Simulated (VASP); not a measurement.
Crystal: HfC.

```
Hf C
1.0
     0.00000    2.32500    2.32500
     2.32500    0.00000    2.32500
     2.32500    2.32500    0.00000
Hf C
1 1
Cartesian
  2.3250 2.3250 2.3250
  0.0000 0.0000 0.0000
```

```yaml
Program: VASP 6.6.1
Task: relaxation of cell and atoms
Functional: PBEsol
Potentials_or_basis: VASP PAW PBE potentials, release 64 (Hf_pv, C)
Cutoff: 600 eV
k_mesh: 10 × 10 × 10
Occupations: fermi-dirac, width 0.05 eV
Spin: no spin polarisation
```

At the start: pressure -7.0 GPa; volume 12.57 Å³/atom.

Task: Where does the relaxation end?

Result: Over 4 steps the energy falls by 8.2 meV/atom and the volume is 12.20 Å³/atom (-2.9 %); space group Fm-3m (No. 225, to 0.05 Å).

Step by step:
```
step  energy change (eV)  largest force (eV/Å)  pressure (GPa)  volume (Å³)
   1              0.0000                0.0000           -7.04        25.14
   2              0.0371                0.0000           14.57        23.18
   3             -0.0164                0.0000           -0.18        24.42
   4             -0.0164                0.0000            0.05        24.40
```

Final structure:
```
Hf C
1.0
     0.00000    2.30218    2.30218
     2.30218    0.00000    2.30218
     2.30218    2.30218    0.00000
Hf C
1 1
Direct
  0.50000 0.50000 0.50000
  0.00000 0.00000 0.00000
```

Caveat: the PAW data sets were made with another functional, which shifts forces and pressure a little.
